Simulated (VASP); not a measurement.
Al, 4 atoms in the cell. It takes space group C2/m (No. 12, monoclinic). Conventional cell: a = 4.575 Å, b = 3.235 Å, c = 9.195 Å, α = 90.00°, β = 95.71°, γ = 90.00°. Al (site symmetry m) has 13 Al at 2.67 to 3.23 Å within 3.5 Å. Al (site symmetry m) has 14 Al at 2.80 to 3.23 Å within 3.7 Å.  This cell differs from its parent crystal: the part above a cut slid along it.

| Item | Value |
| --- | --- |
| Program | VASP 6.6.1 |
| Task | single point |
| Functional | PBE |
| Potentials or basis | VASP PAW PBE potentials, release 64 (Al) |
| Cutoff | 520 eV |
| k mesh | 16 × 16 × 5 |
| Occupations | gaussian, width 0.15 eV |
| Spin | no spin polarisation |
| Dipole correction | no |
| Further INCAR settings | ALGO = Fast; EDIFF = 1e-06; NBANDS = 14; ISYM = 0 |

Potentials or basis: VASP PAW PBE potentials, release 64 (Al).

Run with:

```sh
$ cat potpaw_PBE.64/Al/POTCAR > POTCAR
$ mpirun -np 1 vasp_std > vasp.out
```

Hardware: 1 thread of Intel Xeon 8259CL (shared host).

Problem. Estimate the wall time of this run.

Solution. Wall time 7.3 min on 1 thread of Intel Xeon 8259CL (shared host), peak memory 0.53 GiB. Counts: scf iterations 13, k points 642.
